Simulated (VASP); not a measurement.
# NaCl (P4/mmm) in VASP: notebook

NaCl is run at these levels: PBE; tasks: electric field gradients.

Everything below comes from runs of VASP 6.6.1. Logs are shortened: lines on timing, memory, paths and dates and some standing lists are left out, and cuts for length are marked.

## 1. The cell of the first run

The structure is tetragonal, space group P4/mmm (No. 123). Conventional cell: a = 2.803 Å, b = 2.803 Å, c = 2.860 Å, α = 90.00°, β = 90.00°, γ = 90.00°. Within 3.2 Å of Na (site symmetry 4/mmm) lie 8 Cl at 2.44 Å and 6 Na at 2.80 to 2.86 Å. Within 3.2 Å of Cl (site symmetry 4/mmm) lie 8 Na at 2.44 Å and 6 Cl at 2.80 to 2.86 Å.

## 2. Electric field gradients, PBE (equal xx and yy strain of -2 %)

INCAR reads:

```
PREC = Accurate ; ENCUT = 400
EDIFF = 1E-8 ; ISMEAR = -1
SIGMA = 0.02 ; LREAL = False
LASPH = True ; NELM = 120
ALGO = Normal ; ISIF = 2
LWAVE = False ; LCHARG = False
GGA = PE ; LEFG = True
NBANDS = 14 ; GGA_COMPAT = False
```

KPOINTS reads:

```
Automatic mesh
0
Gamma
  8 8 8
```

POSCAR reads:

```
NaCl
1.0
    2.8028000000      0.0000000000      0.0000000000
    0.0000000000      2.8028000000      0.0000000000
    0.0000000000      0.0000000000      2.8600000000
Na Cl
1 1
Direct
    0.0000000000      0.0000000000      0.0000000000
    0.5000000000      0.5000000000      0.5000000000
```

Potentials or basis: VASP PAW PBE potentials, release 64 (Na_pv, Cl).

Started as:

```sh
$ cat potpaw_PBE.64/Na_pv/POTCAR potpaw_PBE.64/Cl/POTCAR > POTCAR
$ mpirun -np 1 vasp_std > vasp.out
```

OUTCAR:

```text
PREC = Accurate
   ENCUT = 400
   EDIFF = 1E-8
   ISMEAR = -1
   LREAL = False
   LASPH = True
   NELM = 120
   ISIF = 2
   GGA = PE

 ion  position               nearest neighbor table
   1  0.000  0.000  0.000-   2 2.44   2 2.44   2 2.44   2 2.44   2 2.44   2 2.44   2 2.44   2 2.44

   2  0.500  0.500  0.500-   1 2.44   1 2.44   1 2.44   1 2.44   1 2.44   1 2.44   1 2.44   1 2.44

  LATTYP: Found a simple tetragonal cell.
 ALAT       =     2.8028000000
 C/A-ratio  =     1.0204081633

  Lattice vectors:

 A1 = (   2.8028000000,   0.0000000000,   0.0000000000)
 A2 = (   0.0000000000,   2.8028000000,   0.0000000000)
 A3 = (   0.0000000000,   0.0000000000,   2.8600000000)

Analysis of symmetry for initial positions (statically):
=====================================================================
 Subroutine PRICEL returns:
 Original cell was already a primitive cell.

 Routine SETGRP: Setting up the symmetry group for a
 simple tetragonal supercell.

 Subroutine GETGRP returns: Found 16 space group operations
 (whereof 16 operations were pure point group operations)
 out of a pool of 16 trial point group operations.

The static configuration has the point symmetry D_4h.

Analysis of symmetry for dynamics (positions and initial velocities):
=====================================================================
 Subroutine PRICEL returns:
 Original cell was already a primitive cell.

 Routine SETGRP: Setting up the symmetry group for a
 simple tetragonal supercell.

 Subroutine GETGRP returns: Found 16 space group operations
 (whereof 16 operations were pure point group operations)
 out of a pool of 16 trial point group operations.

The dynamic configuration has the point symmetry D_4h.

 Subroutine INISYM returns: Found 16 space group operations
 (whereof 16 operations are pure point group operations),
 and found     1 'primitive' translations

----------------------------------------------------------------------------------------

                                     Primitive cell

  volume of cell :      22.4673

  direct lattice vectors                    reciprocal lattice vectors
     2.802800000  0.000000000  0.000000000     0.356786071  0.000000000  0.000000000
     0.000000000  2.802800000  0.000000000     0.000000000  0.356786071  0.000000000
     0.000000000  0.000000000  2.860000000     0.000000000  0.000000000  0.349650350

  length of vectors
     2.802800000  2.802800000  2.860000000     0.356786071  0.356786071  0.349650350

  position of ions in fractional coordinates (direct lattice)
     0.000000000  0.000000000  0.000000000
     0.500000000  0.500000000  0.500000000

  ion indices of the primitive-cell ions
   primitive index   ion index
                 1           1
                 2           2

----------------------------------------------------------------------------------------

 KPOINTS: Automatic mesh

Automatic generation of k-mesh.
 Grid dimensions read from file:
 generate k-points for:    8    8    8

 Generating k-lattice:

  Cartesian coordinates                     Fractional coordinates (reciprocal lattice)
     0.044598259  0.000000000  0.000000000     0.125000000  0.000000000  0.000000000
     0.000000000  0.044598259  0.000000000     0.000000000  0.125000000  0.000000000
     0.000000000  0.000000000  0.043706294     0.000000000  0.000000000  0.125000000

  Length of vectors
     0.044598259  0.044598259  0.043706294

  Shift w.r.t. Gamma in fractional coordinates (k-lattice)
     0.000000000  0.000000000  0.000000000

 Subroutine IBZKPT returns following result:
 ===========================================

 Found     75 irreducible k-points:

 Following reciprocal coordinates:
            Coordinates               Weight
  0.000000  0.000000  0.000000      1.000000
  0.125000  0.000000  0.000000      4.000000
  0.250000  0.000000  0.000000      4.000000
  0.375000  0.000000  0.000000      4.000000
  0.500000  0.000000  0.000000      2.000000
  0.125000  0.125000  0.000000      4.000000
[... 16 lines left out ...]
  0.375000  0.125000  0.125000     16.000000
  0.500000  0.125000  0.125000      8.000000
 [... further k-points ...]
   k-points           NKPTS =     75   k-points in BZ     NKDIM =     75   number of bands    NBANDS=     14
   number of dos      NEDOS =    301   number of ions     NIONS =      2
   total plane-waves  NPLWV =   6480
   dimension x,y,z NGX =    18 NGY =   18 NGZ =   20
   dimension x,y,z NGXF=    36 NGYF=   36 NGZF=   40
   ions per type =               1   1
   NGX,Y,Z   is equivalent  to a cutoff of  10.68, 10.68, 11.63 a.u.
   NGXF,Y,Z  is equivalent  to a cutoff of  21.35, 21.35, 23.25 a.u.
 SYSTEM =  unknown system
   PREC   = accura    normal or accurate (medium, high low for compatibility)
   ISTART =      0    job   : 0-new  1-cont  2-samecut
   ICHARG =      2    charge: 1-file 2-atom 10-const
   ISPIN  =      1    spin polarized calculation?
   LNONCOLLINEAR =      F non collinear calculations
   LSORBIT =      F    spin-orbit coupling
   LASPH  =      T    aspherical Exc in radial PAW
   ENCUT  =  400.0 eV  29.40 Ry    5.42 a.u.   4.57  4.57  4.66*2*pi/ulx,y,z
   NELM   =    120;   NELMIN=  2; NELMDL= -5     # of ELM steps
   EDIFF  = 0.1E-07   stopping-criterion for ELM
   LREAL  =      F    real-space projection
   EDIFFG = 0.1E-06   stopping-criterion for IOM
   NSW    =      0    number of steps for IOM
   IBRION =     -1    ionic relax: 0-MD 1-quasi-New 2-CG
   NFREE  =      0    steps in history (QN), initial steepest desc. (CG)
   ISIF   =      2    stress and relaxation
   ISYM   =      2    0-nonsym 1-usesym 2-fastsym
   POTIM  = 0.5000    time-step for ionic-motion
   TEBEG  =    0.0;   TEEND  =   0.0 temperature during run
   PSTRESS=    0.0 pullay stress
   NELECT =      14.0000    total number of electrons
   NUPDOWN=      -1.0000    fix difference up-down
   EMIN   =  10.00;   EMAX   =-10.00  energy-range for DOS
   EFERMI =   0.00;   METHOD = LEGACY
   ISMEAR =    -1;   SIGMA  =   0.02  broadening in eV -4-tet -1-fermi 0-gaus
   EFERMI_NEDOS =   21; number of points for ismear=-14 and -15
   IALGO  =     38    algorithm
   IMIX   =      4    mixing-type and parameters
     AMIX     =   0.40;   BMIX     =  1.00
     AMIX_MAG =   1.60;   BMIX_MAG =  1.00
  volume/ion in A,a.u.               =      11.23        75.81
  Fermi-wavevector in a.u.,A,eV,Ry     =   1.398301  2.642406 26.602744  1.955247
  Thomas-Fermi vector in A             =   2.521473
   LORBIT       =      0    0 simple, 1 ext, 2 COOP (PROOUT), +10 PAW based schemes
   GGA     = PE    functional components
   LHFCALC =     F    Hartree Fock is set to
   AEXX    =    0.0000 exact exchange contribution
   IVDW    =     0    specifies the selected vdW correction
   LEPSILON=     F    determine dielectric tensor
   LRPA    =     F    only Hartree local field effects (RPA)
 non-spin polarized calculation
  energy-cutoff  :      400.00
  volume of cell :       22.47
 maximum number of plane-waves:       432
   NGX =  9   NGY =  9   NGZ =  9

 number of electron      13.9999965 magnetization

 Free energy of the ion-electron system (eV)
  ---------------------------------------------------
  ext. energy  EPLUGINS =         0.00000000
  ---------------------------------------------------
  free energy    TOTEN  =        -3.78350935 eV

  energy without entropy =       -3.78350935  energy(sigma->0) =       -3.78350935

 E-fermi :   7.9465     XC(G=0): -11.5864

 val. band max:        7.5159017127   @ k =   0.5000   0.0000   0.5000
 cond. band min:      11.6674636217   @ k =   0.5000   0.0000   0.5000
 fundamental gap:      4.1515619089
 Fermi energy:         7.9464562645

 k-point     1 :       0.0000    0.0000    0.0000
  band No.  band energies     occupation
      1     -15.4512      2.00000
      2     -15.4336      2.00000
      3     -15.4336      2.00000
      4      -9.9287      2.00000
      5       5.8437      2.00000
      6       6.2178      2.00000
      7       6.2178      2.00000
      8      13.7029      0.00000
      9      13.9877      0.00000
     10      15.2681      0.00000
     11      25.2103      0.00000
     12      25.2103      0.00000
     13      25.6736      0.00000
     14      30.2235      0.00000
[... 375 lines left out ...]
 k-point    24 :       0.5000    0.1250    0.1250
  band No.  band energies     occupation
      1     -15.8873      2.00000
      2     -15.4498      2.00000
      3     -15.4325      2.00000
      4      -7.8790      2.00000
      5       0.5296      2.00000
      6       5.5516      2.00000
      7       5.8870      2.00000
      8      17.2219      0.00000
      9      17.5444      0.00000
     10      18.0411      0.00000
     11      18.5387      0.00000
     12      23.2922      0.00000
     13      24.5579      0.00000
     14      25.2430      0.00000

 [... further k-points ...]
[... 5 lines left out ...]
  --------------------------------------------------------------------------------------
  -------------------------------------------------------------------------------------
  Total       10.9115442     10.9115442     10.1292904      0.0000000      0.0000000      0.0000000
  in kB      778.1199464    778.1199464    722.3361567      0.0000000      0.0000000      0.0000000
  external PRESSURE =     759.5253499 kB  Pullay stress =       0.0000000 kB

 VOLUME and BASIS-vectors are now :
 -----------------------------------------------------------------------------
  energy-cutoff  :      400.00
  volume of cell :       22.47
      direct lattice vectors                 reciprocal lattice vectors
     2.802800000  0.000000000  0.000000000     0.356786071  0.000000000  0.000000000
     0.000000000  2.802800000  0.000000000     0.000000000  0.356786071  0.000000000
     0.000000000  0.000000000  2.860000000     0.000000000  0.000000000  0.349650350

 POSITION                                       TOTAL-FORCE (eV/Angst)
 -----------------------------------------------------------------------------------
      0.00000      0.00000      0.00000         0.000000      0.000000      0.000000
      1.40140      1.40140      1.43000         0.000000      0.000000      0.000000
 -----------------------------------------------------------------------------------
    total drift:                                0.000000     -0.000000      0.000000

  FREE ENERGIE OF THE ION-ELECTRON SYSTEM (eV)
  ---------------------------------------------------
  free  energy   TOTEN  =        -3.7835093494 eV

  energy  without entropy=       -3.7835093494  energy(sigma->0) =       -3.78350935

 Electric field gradients (V/A^2)
---------------------------------------------------------------------
 ion       V_xx      V_yy      V_zz      V_xy      V_xz      V_yz
---------------------------------------------------------------------
   1       0.693     0.693    -1.387    -0.000     0.000    -0.000
   2      -5.657    -5.657    11.314     0.000     0.000     0.000
---------------------------------------------------------------------

 Electric field gradients after diagonalization (V/A^2)
 (convention: |V_zz| > |V_xx| > |V_yy|)
----------------------------------------------------------------------
 ion       V_xx      V_yy      V_zz     asymmetry (V_yy - V_xx)/ V_zz
----------------------------------------------------------------------
   1       0.693     0.693    -1.387       0.000
   2      -5.657    -5.657    11.314       0.000
----------------------------------------------------------------------

           NMR quadrupolar parameters

 Cq : quadrupolar parameter    Cq=e*Q*V_zz/h
 eta: asymmetry parameters     (V_yy - V_xx)/ V_zz
 Q  : nuclear electric quadrupole moment in mb (millibarn)
----------------------------------------------------------------------
 ion       Cq(MHz)       eta       Q (mb)
----------------------------------------------------------------------
   1      -0.003       0.000       1.000
   2       0.027       0.000       1.000
----------------------------------------------------------------------
```

Run time: 33 s. Hardware: 1 thread of Intel Xeon 8259CL, shared host; peak memory 0.09 GiB.

Results:

| Quantity | Value |
| --- | --- |
| Free energy | -3.7835 eV |
| Pressure | 76.0 GPa |
| Band gap on the k mesh | 4.15 eV |
| Largest electric field gradient by atom | Na -1.4; Cl +11.3 V/Å² |

Stress tensor (GPa, compression positive):
```
77.81  0.00  0.00
 0.00 77.81  0.00
 0.00  0.00 72.23
```

Levels at points of the mesh, in eV from the valence-band top:
| k point | band 5 | band 6 | band 7 | band 8 | band 9 | band 10 |
| --- | --- | --- | --- | --- | --- | --- |
| (0.00, 0.00, 0.00) | -1.67 | -1.30 | -1.30 | 6.19 | 6.47 | 7.75 |
| (0.50, 0.00, 0.00) | -7.37 | -1.15 | -0.77 | 8.93 | 9.47 | 12.33 |
| (0.50, 0.50, 0.00) | -5.70 | -5.70 | -0.26 | 4.16 | 10.51 | 12.34 |
| (0.00, 0.00, 0.50) | -7.33 | -0.87 | -0.87 | 9.01 | 9.44 | 12.87 |
| (0.50, 0.00, 0.50) | -5.82 | -5.63 | 0.00 | 4.15 | 10.76 | 12.78 |
| (0.50, 0.50, 0.50) | -5.22 | -5.22 | -5.05 | 6.04 | 6.18 | 6.18 |

Electric field gradients, principal values (V/Å²):
```tsv
atom	least	middle	greatest (by size)
1 Na	0.693	0.693	-1.387
2 Cl	-5.657	-5.657	11.314
```

Caveat: the cell differs from its parent crystal (equal xx and yy strain of -2 %); the stress differs along the axes, from 72 to 78 GPa; without QUAD_EFG the Cq values of the log hold for a quadrupole moment of 1 mb, not for the nuclei. A k mesh can miss the band edges.

(Continued in part 2 of 2.)
